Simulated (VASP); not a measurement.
# SrTiO3 in VASP: further runs

Runs on SrTiO3. Level: PBE. Tasks: relaxation of the atoms.

Program: VASP 6.6.1. These are calculated values, not measurements. Logs are shortened: lines on timing, memory, paths and dates and some standing lists are left out, and cuts for length are marked.

**1. The cell of the first run**

Symmetry: Pm-3m, No. 221, cubic system. The conventional cell has a = 3.879 Å, b = 3.879 Å, c = 3.879 Å, α = 90.00°, β = 90.00°, γ = 90.00°. Within 3.6 Å of Sr (site symmetry m-3m) lie 12 O at 2.74 Å and 8 Ti at 3.36 Å. Ti (site symmetry m-3m) has 6 O at 1.94 Å within 2.6 Å. O (site symmetry 4/mmm) has 2 Ti at 1.94 Å within 2.6 Å.

**2. Relaxation of the atoms, PBE (11.67 Å³/atom)**

INCAR

```
SYSTEM = SrTiO3
  ALGO = Normal
  EDIFF = 1E-7
  EDIFFG = -0.02
  ENCUT = 520
  GGA = PE
  GGA_COMPAT = .FALSE.
  IBRION = 2
  ISIF = 2
  ISMEAR = -1
  LASPH = .TRUE.
  LCHARG = .FALSE.
  LREAL = .FALSE.
  LWAVE = .FALSE.
  NELM = 120
  NELMIN = 4
  NSW = 80
  PREC = Accurate
  SIGMA = 0.02
```

KPOINTS

```
k-points
0
G
  8 8 8
  0 0 0
```

POSCAR

```
SrTiO3
1.0
    3.8787911566      0.0000000000      0.0000000000
    0.0000000000      3.8787911566      0.0000000000
    0.0000000000      0.0000000000      3.8787911566
Sr Ti O
1 1 3
Direct
    0.0000000000      0.0000000000      0.0000000000
    0.5000000000      0.5000000000      0.5000000000
    0.0000000000      0.5000000000      0.5000000000
    0.5000000000      0.0000000000      0.5000000000
    0.5000000000      0.5000000000      0.0000000000
```

Potentials or basis: VASP PAW PBE potentials, release 64 (Sr_sv, Ti_sv, O).

The run is started by

```console
$ cat potpaw_PBE.64/Sr_sv/POTCAR potpaw_PBE.64/Ti_sv/POTCAR potpaw_PBE.64/O/POTCAR > POTCAR
$ mpirun -np 1 vasp_std > vasp.out
```

OUTCAR:

```text
SYSTEM = SrTiO3
   EDIFF = 1E-7
   EDIFFG = -0.02
   ENCUT = 520
   GGA = PE
   IBRION = 2
   ISIF = 2
   ISMEAR = -1
   LASPH = .TRUE.
   LREAL = .FALSE.
   NELM = 120
   NELMIN = 4
   NSW = 80
   PREC = Accurate

 ion  position               nearest neighbor table
   1  0.000  0.000  0.000-   3 2.74   4 2.74   5 2.74   3 2.74   4 2.74   3 2.74   5 2.74   3 2.74
                             4 2.74   5 2.74   4 2.74   5 2.74   2 3.36   2 3.36   2 3.36   2 3.36
   2  0.500  0.500  0.500-   3 1.94   4 1.94   5 1.94   5 1.94   4 1.94   3 1.94   1 3.36   1 3.36
                             1 3.36   1 3.36   1 3.36   1 3.36   1 3.36   1 3.36
   3  0.000  0.500  0.500-   2 1.94   2 1.94   1 2.74   1 2.74   1 2.74   1 2.74
   4  0.500  0.000  0.500-   2 1.94   2 1.94   1 2.74   1 2.74   1 2.74   1 2.74
   5  0.500  0.500  0.000-   2 1.94   2 1.94   1 2.74   1 2.74   1 2.74   1 2.74

  LATTYP: Found a simple cubic cell.
 ALAT       =     3.8787911566

  Lattice vectors:

 A1 = (   3.8787911566,   0.0000000000,   0.0000000000)
 A2 = (   0.0000000000,   3.8787911566,   0.0000000000)
 A3 = (   0.0000000000,   0.0000000000,   3.8787911566)

Analysis of symmetry for initial positions (statically):
=====================================================================
 Subroutine PRICEL returns:
 Original cell was already a primitive cell.

 Routine SETGRP: Setting up the symmetry group for a
 simple cubic supercell.

 Subroutine GETGRP returns: Found 48 space group operations
 (whereof 48 operations were pure point group operations)
 out of a pool of 48 trial point group operations.

The static configuration has the point symmetry O_h .

Analysis of symmetry for dynamics (positions and initial velocities):
=====================================================================
 Subroutine PRICEL returns:
 Original cell was already a primitive cell.

 Routine SETGRP: Setting up the symmetry group for a
 simple cubic supercell.

 Subroutine GETGRP returns: Found 48 space group operations
 (whereof 48 operations were pure point group operations)
 out of a pool of 48 trial point group operations.

The dynamic configuration has the point symmetry O_h .

 Subroutine INISYM returns: Found 48 space group operations
[... 101 lines left out ...]
   ENCUT  =  520.0 eV  38.22 Ry    6.18 a.u.   7.21  7.21  7.21*2*pi/ulx,y,z
   NELM   =    120;   NELMIN=  4; NELMDL= -5     # of ELM steps
   EDIFF  = 0.1E-06   stopping-criterion for ELM
   LREAL  =      F    real-space projection
   EDIFFG = -.2E-01   stopping-criterion for IOM
   NSW    =     80    number of steps for IOM
   IBRION =      2    ionic relax: 0-MD 1-quasi-New 2-CG
   NFREE  =      1    steps in history (QN), initial steepest desc. (CG)
   ISIF   =      2    stress and relaxation
   ISYM   =      2    0-nonsym 1-usesym 2-fastsym
   POTIM  = 0.5000    time-step for ionic-motion
   TEBEG  =    0.0;   TEEND  =   0.0 temperature during run
   PSTRESS=    0.0 pullay stress
   NELECT =      40.0000    total number of electrons
   NUPDOWN=      -1.0000    fix difference up-down
   EMIN   =  10.00;   EMAX   =-10.00  energy-range for DOS
   EFERMI =   0.00;   METHOD = LEGACY
   ISMEAR =    -1;   SIGMA  =   0.02  broadening in eV -4-tet -1-fermi 0-gaus
   EFERMI_NEDOS =   21; number of points for ismear=-14 and -15
   IALGO  =     38    algorithm
   IMIX   =      4    mixing-type and parameters
     AMIX     =   0.40;   BMIX     =  1.00
     AMIX_MAG =   1.60;   BMIX_MAG =  1.00
  volume/ion in A,a.u.               =      11.67        78.76
  Fermi-wavevector in a.u.,A,eV,Ry     =   1.443439  2.727704 28.347958  2.083516
  Thomas-Fermi vector in A             =   2.561847
   LORBIT       =      0    0 simple, 1 ext, 2 COOP (PROOUT), +10 PAW based schemes
   GGA     = PE    functional components
   LHFCALC =     F    Hartree Fock is set to
   AEXX    =    0.0000 exact exchange contribution
   IVDW    =     0    specifies the selected vdW correction
   LEPSILON=     F    determine dielectric tensor
   LRPA    =     F    only Hartree local field effects (RPA)
 conjugate gradient relaxation of ions
 non-spin polarized calculation
  energy-cutoff  :      520.00
  volume of cell :       58.36
 maximum number of plane-waves:      1596
 NGX is ok and might be reduce to    30
   NGX = 15   NGY = 15   NGZ = 15

 number of electron      40.0000020 magnetization

 Free energy of the ion-electron system (eV)
  ---------------------------------------------------
  ext. energy  EPLUGINS =         0.00000000
  ---------------------------------------------------
  free energy    TOTEN  =       -40.02335932 eV

  energy without entropy =      -40.02335932  energy(sigma->0) =      -40.02335932

 E-fermi :   4.8057     XC(G=0): -11.3780

 val. band max:        4.3324703505   @ k =   0.5000   0.5000   0.5000
 cond. band min:       6.2255972107   @ k =   0.0000   0.0000   0.0000
 fundamental gap:      1.8931268602
 Fermi energy:         4.8056900815

 k-point     1 :       0.0000    0.0000    0.0000
  band No.  band energies     occupation
      1     -52.0482      2.00000
      2     -28.3959      2.00000
      3     -28.3081      2.00000
      4     -28.3081      2.00000
      5     -28.3081      2.00000
      6     -13.1701      2.00000
[... 637 lines left out ...]
     23       8.5934      0.00000
     24      10.2768      0.00000

 [... further k-points ...]

------------------------ aborting loop because EDIFF is reached ----------------------------------------

  FORCE on cell =-STRESS in cart. coord.  units (eV):
  Direction    XX          YY          ZZ          XY          YZ          ZX
  --------------------------------------------------------------------------------------
  -------------------------------------------------------------------------------------
  Total        3.2807699      3.2807699      3.2807699     -0.0000000     -0.0000000     -0.0000000
  in kB       90.0735257     90.0735257     90.0735257     -0.0000000     -0.0000000     -0.0000000
  external PRESSURE =      90.0735257 kB  Pullay stress =       0.0000000 kB

 VOLUME and BASIS-vectors are now :
 -----------------------------------------------------------------------------
  energy-cutoff  :      520.00
  volume of cell :       58.36
      direct lattice vectors                 reciprocal lattice vectors
     3.878791157  0.000000000  0.000000000     0.257812282  0.000000000  0.000000000
     0.000000000  3.878791157  0.000000000     0.000000000  0.257812282  0.000000000
     0.000000000  0.000000000  3.878791157     0.000000000  0.000000000  0.257812282

 POSITION                                       TOTAL-FORCE (eV/Angst)
 -----------------------------------------------------------------------------------
      0.00000      0.00000      0.00000         0.000000      0.000000      0.000000
      1.93940      1.93940      1.93940         0.000000      0.000000      0.000000
      0.00000      1.93940      1.93940         0.000000      0.000000      0.000000
      1.93940      0.00000      1.93940         0.000000      0.000000      0.000000
      1.93940      1.93940      0.00000         0.000000      0.000000      0.000000
 -----------------------------------------------------------------------------------
    total drift:                                0.000000      0.000000     -0.000000

  FREE ENERGIE OF THE ION-ELECTRON SYSTEM (eV)
  ---------------------------------------------------
  free  energy   TOTEN  =       -40.0233593200 eV

  energy  without entropy=      -40.0233593200  energy(sigma->0) =      -40.02335932

 reached required accuracy - stopping structural energy minimisation
```

OSZICAR:

```text
N       E                     dE             d eps       ncg     rms          rms(c)
DAV:   1     0.449912176843E+03    0.44991E+03   -0.22093E+04  1680   0.187E+03
DAV:   2    -0.593009891273E+01   -0.45584E+03   -0.44908E+03  2064   0.503E+02
DAV:   3    -0.481548368548E+02   -0.42225E+02   -0.42182E+02  2384   0.149E+02
DAV:   4    -0.501611914322E+02   -0.20064E+01   -0.20055E+01  2440   0.285E+01
DAV:   5    -0.502199001128E+02   -0.58709E-01   -0.58707E-01  2288   0.395E+00    0.274E+01
DAV:   6    -0.399970441178E+02    0.10223E+02   -0.65317E+01  2496   0.762E+01    0.167E+01
DAV:   7    -0.400637887907E+02   -0.66745E-01   -0.82602E+00  2040   0.226E+01    0.109E+01
DAV:   8    -0.401213949010E+02   -0.57606E-01   -0.19141E+00  2200   0.152E+01    0.300E+00
DAV:   9    -0.400268128705E+02    0.94582E-01   -0.49063E-01  2024   0.730E+00    0.906E-01
DAV:  10    -0.400311610692E+02   -0.43482E-02   -0.12373E-01  2272   0.257E+00    0.795E-01
DAV:  11    -0.400236542947E+02    0.75068E-02   -0.68071E-02  2472   0.213E+00    0.201E-01
DAV:  12    -0.400233739978E+02    0.28030E-03   -0.30437E-03  2040   0.617E-01    0.765E-02
DAV:  13    -0.400233532536E+02    0.20744E-04   -0.34595E-04  2496   0.179E-01    0.367E-02
DAV:  14    -0.400233609627E+02   -0.77092E-05   -0.77617E-05  2224   0.630E-02    0.144E-02
DAV:  15    -0.400233593443E+02    0.16184E-05   -0.88264E-06  2328   0.294E-02    0.624E-03
DAV:  16    -0.400233598260E+02   -0.48162E-06   -0.13511E-06  2232   0.931E-03    0.649E-03
DAV:  17    -0.400233593291E+02    0.49683E-06   -0.13359E-06  2072   0.166E-02    0.127E-03
DAV:  18    -0.400233593200E+02    0.91736E-08   -0.83440E-08  1032   0.219E-03
   1 F= -.40023359E+02 E0= -.40023359E+02  d E =-.400234E+02
```

CONTCAR:

```text
SrTiO3
   1.00000000000000
     3.8787911566000002    0.0000000000000000    0.0000000000000000
     0.0000000000000000    3.8787911566000002    0.0000000000000000
     0.0000000000000000    0.0000000000000000    3.8787911566000002
  Sr              Ti              O
     1     1     3
Direct
     0.0000000000000000    0.0000000000000000    0.0000000000000000
     0.5000000000000000    0.5000000000000000    0.5000000000000000
     0.0000000000000000    0.5000000000000000    0.5000000000000000
     0.5000000000000000    0.0000000000000000    0.5000000000000000
     0.5000000000000000    0.5000000000000000    0.0000000000000000

  0.00000000E+00  0.00000000E+00  0.00000000E+00
  0.00000000E+00  0.00000000E+00  0.00000000E+00
  0.00000000E+00  0.00000000E+00  0.00000000E+00
  0.00000000E+00  0.00000000E+00  0.00000000E+00
  0.00000000E+00  0.00000000E+00  0.00000000E+00
```

Run time: 25 s. Hardware: 1 thread of Intel Xeon 6975P-C (Granite Rapids), shared host; peak memory 0.2 GiB.

What came out:

- Free energy: -40.0234 eV
- Pressure after relaxing: 9.0 GPa
- Band gap on the k mesh: 1.89 eV (least direct gap 2.24 eV)

Final structure:
```xyz
5
Lattice="3.8788 0.0000 0.0000 0.0000 3.8788 0.0000 0.0000 0.0000 3.8788" Properties=species:S:1:pos:R:3 pbc="T T T"
Sr    0.0000    0.0000    0.0000
Ti    1.9394    1.9394    1.9394
O     0.0000    1.9394    1.9394
O     1.9394    0.0000    1.9394
O     1.9394    1.9394    0.0000
```

Levels at points of the mesh, in eV from the valence-band top:
```
           k point  band 18  band 19  band 20  band 21  band 22  band 23
(0.00, 0.00, 0.00)    -0.34    -0.34    -0.34     1.89     1.89     1.89
(0.50, 0.00, 0.00)    -2.05    -0.73    -0.73     2.07     3.89     3.89
(0.50, 0.50, 0.00)    -1.59    -1.59    -0.10     3.89     3.89     4.36
(0.50, 0.50, 0.50)     0.00     0.00     0.00     4.59     4.59     4.59
```

Caveat: the relaxation stopped at its first step, so nothing moved. A k mesh can miss the band edges.

**3. Relaxation of the atoms, PBE**

This run uses another cell than the first one, of 11.91 Å³/atom.

INCAR

```
PREC     = Accurate       # precision mode
ENCUT    = 520            # plane-wave cutoff, eV
EDIFF    = 1E-7           # SCF threshold, eV
ISMEAR   = -1             # smearing method
SIGMA    = 0.02           # smearing width, eV
LREAL    = False          # projectors in reciprocal space
LASPH    = True           # aspherical terms in the spheres
NELM     = 120            # most SCF steps
ALGO     = Normal         # electronic algorithm
ISIF     = 2              # what is computed and relaxed
LWAVE    = False          # write WAVECAR
LCHARG   = False          # write CHGCAR
GGA      = PE             # functional
IBRION   = 2              # ionic algorithm
NSW      = 80             # ionic steps
EDIFFG   = -0.02          # ionic threshold
GGA_COMPAT= False        
NELMIN   = 4
```

KPOINTS

```
regular mesh
0
Gamma
  8 8 8
```

Edit POSCAR of step 2 so:

```diff
@@ -2,5 +2,5 @@
 1.0
-    3.8787911566      0.0000000000      0.0000000000
-    0.0000000000      3.8787911566      0.0000000000
-    0.0000000000      0.0000000000      3.8787911566
+    3.9050000000      0.0000000000      0.0000000000
+    0.0000000000      3.9050000000      0.0000000000
+    0.0000000000      0.0000000000      3.9050000000
 Sr Ti O
```

Potentials or basis: VASP PAW PBE potentials, release 64 (Sr_sv, Ti_sv, O).

The run is started by

```console
$ cat potpaw_PBE.64/Sr_sv/POTCAR potpaw_PBE.64/Ti_sv/POTCAR potpaw_PBE.64/O/POTCAR > POTCAR
$ mpirun -np 1 vasp_std > vasp.out
```

It took 25 s on 1 thread of Intel Xeon 6975P-C (Granite Rapids), shared host; peak memory 0.2 GiB.

The run converged. Its results:

| Quantity | Value |
| --- | --- |
| Free energy | -40.0766 eV |
| Pressure after relaxing | 5.0 GPa |
| Band gap on the k mesh | 1.86 eV (least direct gap 2.21 eV) |

Final structure:
```cif
data_structure
_symmetry_space_group_name_H-M 'P 1'
_symmetry_Int_Tables_number 1
_cell_length_a 3.9050
_cell_length_b 3.9050
_cell_length_c 3.9050
_cell_angle_alpha 90.000
_cell_angle_beta 90.000
_cell_angle_gamma 90.000
_cell_volume 59.55
loop_
_atom_site_label
_atom_site_type_symbol
_atom_site_fract_x
_atom_site_fract_y
_atom_site_fract_z
_atom_site_occupancy
Sr1 Sr 0.00000 0.00000 0.00000 1
Ti1 Ti 0.50000 0.50000 0.50000 1
O1 O 0.00000 0.50000 0.50000 1
O2 O 0.50000 0.00000 0.50000 1
O3 O 0.50000 0.50000 0.00000 1
```

Levels at points of the mesh, in eV from the valence-band top:
```tsv
k point	band 16	band 17	band 18	band 19	band 20	band 21	band 22	band 23	band 24
(0.00, 0.00, 0.00)	-1.17	-1.17	-0.36	-0.36	-0.36	1.86	1.86	1.86	4.31
(0.50, 0.00, 0.00)	-2.35	-2.35	-1.99	-0.73	-0.73	2.03	3.78	3.78	4.32
(0.50, 0.50, 0.00)	-2.86	-1.72	-1.57	-1.57	-0.09	3.79	3.79	4.24	5.29
(0.50, 0.50, 0.50)	-3.74	-3.74	0.00	0.00	0.00	4.46	4.46	4.46	6.94
```

Caveat: the relaxation stopped at its first step, so nothing moved.

**4. Relaxation of the atoms, PBE (11.19 Å³/atom)**

This run uses another cell than the first one, of 11.19 Å³/atom.

INCAR

```
SYSTEM = SrTiO3
  PREC = Accurate
  ENCUT = 520
  EDIFF = 1E-7
  ISMEAR = -1
  SIGMA = 0.02
  LREAL = .FALSE.
  LASPH = .TRUE.
  NELM = 120
  ALGO = Normal
  ISIF = 2
  LWAVE = .FALSE.
  LCHARG = .FALSE.
  GGA = PE
  IBRION = 2
  NSW = 80
  EDIFFG = -0.02
  GGA_COMPAT = .FALSE.
  NELMIN = 4
```

KPOINTS

```
regular mesh
0
G
  8 8 8
  0 0 0
```

Edit POSCAR of step 3 so:

```diff
@@ -2,5 +2,5 @@
 1.0
-    3.9050000000      0.0000000000      0.0000000000
-    0.0000000000      3.9050000000      0.0000000000
-    0.0000000000      0.0000000000      3.9050000000
+    3.8252837545      0.0000000000      0.0000000000
+    0.0000000000      3.8252837545      0.0000000000
+    0.0000000000      0.0000000000      3.8252837545
 Sr Ti O
```

The run is started by

```console
$ cat potpaw_PBE.64/Sr_sv/POTCAR potpaw_PBE.64/Ti_sv/POTCAR potpaw_PBE.64/O/POTCAR > POTCAR
$ mpirun -np 1 vasp_std > vasp.out
```

Wall time 80 s (1 thread of Intel Xeon 8259CL, shared host); peak memory 0.19 GiB.

Results (log left out):

* Free energy: -39.8186 eV
* Pressure after relaxing: 18.5 GPa
* Band gap on the k mesh: 1.97 eV (least direct gap 2.28 eV)

Final structure:
```
Sr Ti O
1.0
     3.82528    0.00000    0.00000
     0.00000    3.82528    0.00000
     0.00000    0.00000    3.82528
Sr Ti O
1 1 3
Direct
  0.00000 0.00000 0.00000
  0.50000 0.50000 0.50000
  0.00000 0.50000 0.50000
  0.50000 0.00000 0.50000
  0.50000 0.50000 0.00000
```

Levels at points of the mesh, in eV from the valence-band top:
| k point | band 18 | band 19 | band 20 | band 21 | band 22 | band 23 |
| --- | --- | --- | --- | --- | --- | --- |
| (0.00, 0.00, 0.00) | -0.31 | -0.31 | -0.31 | 1.97 | 1.97 | 1.97 |
| (0.50, 0.00, 0.00) | -2.19 | -0.72 | -0.72 | 2.17 | 4.11 | 4.11 |
| (0.50, 0.50, 0.00) | -1.63 | -1.63 | -0.10 | 4.12 | 4.12 | 4.60 |
| (0.50, 0.50, 0.50) | 0.00 | 0.00 | 0.00 | 4.87 | 4.87 | 4.87 |

Caveat: the relaxation stopped at its first step, so nothing moved. A k mesh can miss the band edges.

(Continued in part 2 of 2.)
